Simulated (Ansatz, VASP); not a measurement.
# One calculation of Pb, two programs

Contents of INCAR:

```
SYSTEM = Pb
AGGAC    = 1.0          
AGGAX    = 1.0          
ALDAC    = 0.0          
ALDAX    = 1.0          
ALGO     = Normal         ! electronic algorithm
EDIFF    = 1E-6           ! SCF threshold, eV
ENCUT    = 500            ! plane-wave cutoff, eV
GGA      = B5             ! functional
GGA_COMPAT= .FALSE.      
ISIF     = 2              ! what is computed and relaxed
ISMEAR   = -1             ! smearing method
LASPH    = .TRUE.         ! aspherical terms in the spheres
LCHARG   = .FALSE.        ! write CHGCAR
LREAL    = .FALSE.        ! projectors in reciprocal space
LWAVE    = .FALSE.        ! write WAVECAR
NBANDS   = 13             ! bands
NELM     = 120            ! most SCF steps
PREC     = Accurate       ! precision mode
SIGMA    = 0.15           ! smearing width, eV
```

The input KPOINTS:

```
k-points
0
G
  8 8 8
  0 0 0
```

File POSCAR:

```
Pb
1.0
   -1.9796595650      1.9796595650      1.9796595650
    1.9796595650     -1.9796595650      1.9796595650
    1.9796595650      1.9796595650     -1.9796595650
Pb
1
Direct
    0.0000000000      0.0000000000      0.0000000000
```

Input for Ansatz:

```yaml
crystal:
  lattice:
    bravais: bcc
    a: 3.95931913
  space_group: 229
  atoms:
    - { symbol: Pb, position: [0.0, 0.0, 0.0] }
  reduce_to_primitive: true
kpoints:
  mp_grid:
    grid: [8, 8, 8]
    shift: [0.0, 0.0, 0.0]
hamiltonian:
  xc: blyp
scf:
  occupations:
    method: fermi_dirac
    width: 0.15
output:
  forces: true
  stress: true
```

Alike in both runs: task single point; functional BLYP; k mesh 8 × 8 × 8; occupations fermi-dirac, width 0.15 eV; no spin polarisation.

|  | VASP | Ansatz |
| --- | --- | --- |
| version | VASP 6.6.1 | Ansatz 0.2.0 |
| potentials or method | VASP PAW PBE potentials, release 64 (Pb_d) | plane waves, PAW |
| plane-wave cutoff (eV) | 500 | 420 |
| valence electrons in the cell | 14 | 14 |

|  | VASP | Ansatz | Ansatz less VASP |
| --- | --- | --- | --- |
| pressure (GPa) | 4.9 | 4.8 | -0.12 |

VASP's potentials were made for PBE, not for BLYP. With one functional, cell and mesh, what is left measures potentials, basis and numerics.

Spin-orbit coupling is off throughout.
